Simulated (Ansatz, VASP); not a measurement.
## One calculation of Sr2CuSO2, two programs

```
Sr Cu S O
1.0
     3.82268    0.00000    0.00000
     0.00000    3.82268    0.00000
     0.00000    0.00000    6.74081
Sr Cu S O
2 1 1 2
Direct
  0.00000 0.00000 0.75084
  0.00000 0.00000 0.24916
  0.50000 0.50000 0.00000
  0.50000 0.50000 0.50000
  0.50000 0.00000 0.00000
  0.00000 0.50000 0.00000
```

Alike in both runs: task single point; functional PBE; k mesh 7 × 7 × 4; occupations fermi-dirac, width 0.05 eV; no spin polarisation.

|  | VASP | Ansatz |
| --- | --- | --- |
| version | VASP 6.6.1 | Ansatz 0.2.0 |
| potentials or method | VASP PAW PBE potentials, release 64 (Sr_sv, Cu, S, O) | Ansatz PAW |
| plane-wave cutoff (eV) | 520 | 420 |
| valence electrons in the cell | 49 | 57 |

Ansatz gave:

| Quantity | Value |
| --- | --- |
| gap on the k mesh at the Fermi level (eV) | none |
| pressure (GPa) | 5.8 |
| traceless stress, the component that is largest in VASP (GPa) | -1.57 |
| rms of the force components (eV/Å) | 0.086 |

Q: Which values does VASP return?

A: gap on the k mesh at the Fermi level (eV): none; pressure (GPa): 6.4; traceless stress, the component that is largest in VASP (GPa): -1.74; rms of the force components (eV/Å): 0.106.

Atom by atom the forces differ by 0.020 eV/Å (rms over components). A gap of «none» marks a metal or a gap that the smearing closes. VASP's potentials hold 49 valence electrons a cell and Ansatz's 57, so a difference there can come from the potentials and not from the codes.
